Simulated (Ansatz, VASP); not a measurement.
One calculation of AlGa3N4, two programs

```
CELL_PARAMETERS angstrom
0.00000 -3.16498 0.00000
0.00359 0.00000 -5.47849
10.28500 0.00000 -0.45612
ATOMIC_POSITIONS crystal
Al 0.50000 0.26220 0.84565
Al 0.50000 0.30385 0.34565
Ga 0.50000 0.65717 0.09491
Ga 0.50000 0.61552 0.59491
Ga 0.00000 0.16054 0.09486
Ga 0.00000 0.11889 0.59486
Ga 0.00000 0.80506 0.34528
Ga 0.00000 0.76341 0.84528
N 0.50000 0.58450 0.90518
N 0.50000 0.62615 0.40518
N 0.00000 0.09831 0.90417
N 0.00000 0.13996 0.40417
N 0.00000 0.82082 0.15557
N 0.00000 0.77917 0.65557
N 0.50000 0.31930 0.16097
N 0.50000 0.27765 0.66097
```

Alike in both runs: task single point; functional PBEsol; k mesh 8 × 5 × 3; occupations gaussian, width 0.05 eV; no spin polarisation.

```csv
,VASP,Ansatz
version,VASP 6.6.1,Ansatz 0.2.0
potentials or method,"VASP PAW PBE potentials, release 64 (Al, Ga_d, N), cutoff 520 eV","scalar-relativistic, plane waves, PAW"
valence electrons in the cell,124,124
```

```csv
,VASP,Ansatz,Ansatz less VASP
gap on the k mesh at the Fermi level (eV),2.23,2.22,-0.017
least direct gap on the mesh (eV),2.23,2.22,-0.017
pressure (GPa),-0.6,-0.4,+0.15
"traceless stress, the component that is largest in VASP (GPa)",3.90,3.89,-0.013
rms of the force components (eV/Å),0.216,0.216,0.0000
```

VASP's potentials were made for PBE, not for PBEsol. Atom by atom the forces differ by 0.005 eV/Å (rms over components).
